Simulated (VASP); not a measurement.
TaC: single point with PBE

The system is TaC.

```
Ta C
1.0
     0.00000    2.22700    2.22700
     2.22700    0.00000    2.22700
     2.22700    2.22700    0.00000
Ta C
1 1
Direct
  0.00000 0.00000 0.00000
  0.50000 0.50000 0.50000
```

```
Program             : VASP 6.6.1
Task                : single point
Functional          : PBE
Potentials or basis : VASP PAW PBE potentials, release 64 (Ta_pv, C)
Cutoff              : 600 eV
k mesh              : 12 × 12 × 12
Occupations         : fermi-dirac, width 0.1 eV
Spin                : no spin polarisation
```

```json
{
  "Pressure": "5.6 GPa"
}
```

Levels at points of the mesh, in eV from the Fermi level:
```csv
k point,band 6,band 7,band 8,band 9,band 10,band 11
"(0.00, 0.00, 0.00)",-1.33,-1.33,-0.47,-0.47,-0.47,0.66
"(0.50, 0.00, 0.00)",-5.48,-5.48,2.74,2.74,3.72,5.41
"(0.50, 0.50, 0.00)",-4.54,-1.76,-1.76,2.62,4.11,4.11
```

It took 70 s on 1 thread of AMD EPYC 7R13 (shared host), peak memory 0.15 GiB.

Caveat: spin-orbit coupling is left out, which moves the levels of the heavy elements.
